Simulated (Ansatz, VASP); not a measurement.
**Hg: VASP beside Ansatz**

POSCAR

```
Hg
1.0
    3.4618096400      0.0000000000      0.0000000000
   -1.7309048200      2.9980150900      0.0000000000
    0.0000000000      0.0000000000      5.4875482800
Hg
2
Direct
    0.6666666667      0.3333333333      0.7500000000
    0.3333333333      0.6666666667      0.2500000000
```

INCAR.step1

```
SYSTEM = Hg
PREC = Accurate
ENCUT = 520
ISMEAR = 1
SIGMA = 0.05
LREAL = .FALSE.
LASPH = .TRUE.
NELM = 150
ISPIN = 2
MAGMOM = 0 0
NBANDS = 23
GGA = PE
ALGO = Normal
EDIFF = 1E-4
LWAVE = .TRUE.
LCHARG = .FALSE.
```

Contents of INCAR.step2:

```
SYSTEM = Hg
PREC = Accurate
ENCUT = 520
EDIFF = 1E-7
ISMEAR = 1
SIGMA = 0.05
LREAL = .FALSE.
LASPH = .TRUE.
NELM = 150
ALGO = Normal
ISIF = 2
LWAVE = .FALSE.
LCHARG = .FALSE.
ISPIN = 2
MAGMOM = 0 0
LORBIT = 11
METAGGA = R2SCAN
LMIXTAU = .TRUE.
NBANDS = 23
ISTART = 1
```

File KPOINTS:

```
regular mesh
0
G
  9 9 5
  0 0 0
```

Input for Ansatz:

```yaml
crystal:
  lattice:
    - [3.46180964, 0.0, 0.0]
    - [-1.73090482, 2.99801509, 0.0]
    - [0.0, 0.0, 5.48754828]
  atoms:
    - { symbol: Hg, position: [0.6666666666666666, 0.3333333333333333, 0.7500000000000001] }
    - { symbol: Hg, position: [0.33333333333333326, 0.6666666666666666, 0.25] }
kpoints:
  mp_grid:
    grid: [9, 9, 5]
hamiltonian:
  xc: r2scan
  pseudopotentials:
    kind: paw
magnetization:
  spin_polarized: true
scf:
  occupations:
    method: methfessel_paxton
    width: 0.05
```

Alike in both runs: task single point; functional r2SCAN; k mesh 9 × 9 × 5; occupations methfessel-paxton of order 1, width 0.05 eV; collinear spin.

|  | VASP | Ansatz |
| --- | --- | --- |
| version | VASP 6.6.1 | Ansatz 0.2.0 |
| potentials or method | VASP PAW PBE potentials, release 64 (Hg) | plane waves, PAW |
| plane-wave cutoff (eV) | 520 | 500 |
| valence electrons in the cell | 24 | 40 |

```csv
,VASP,Ansatz,Ansatz less VASP
net moment per atom (μB),0.00,0.00,0.000
```

VASP's potentials were made for PBE, not for r2SCAN. The functional is the same, so the differences come from potentials, cutoffs and numerics. VASP's potentials hold 24 valence electrons a cell and Ansatz's 40, so a difference there can come from the potentials and not from the codes. Ansatz's warnings: no starting moments, stability check not made.

Spin-orbit coupling is off throughout.
